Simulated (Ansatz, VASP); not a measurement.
NaCl: VASP beside Ansatz

```
Na Cl
1.0
     3.50219    0.00000    0.00000
     0.00000    3.50219    0.00000
     0.00000    0.00000    3.50219
Na Cl
1 1
Direct
  0.00000 0.00000 0.00000
  0.50000 0.50000 0.50000
```

Alike in both runs: task single point; functional LDA; k mesh 4 × 4 × 4; occupations gaussian, width 0.1 eV; no spin polarisation.

```csv
,VASP,Ansatz
version,VASP 6.6.1,Ansatz 0.2.0
potentials or method,"VASP PAW LDA potentials, release 64 (Na_pv, Cl), cutoff 500 eV","scalar-relativistic, plane waves, PAW"
valence electrons in the cell,14,16
```

|  | VASP | Ansatz | Ansatz less VASP |
| --- | --- | --- | --- |
| gap on the k mesh at the Fermi level (eV) | 3.60 | 3.59 | -0.006 |
| least direct gap on the mesh (eV) | 4.11 | 4.10 | -0.007 |
| pressure (GPa) | -3.0 | -3.0 | +0.04 |

LDA's correlation is that of Perdew and Zunger in VASP and of Perdew and Wang (1992) in Ansatz. VASP's potentials hold 14 valence electrons a cell and Ansatz's 16, so a difference there can come from the potentials and not from the codes.

The k mesh is coarse, so the values compare programs but aren't converged.
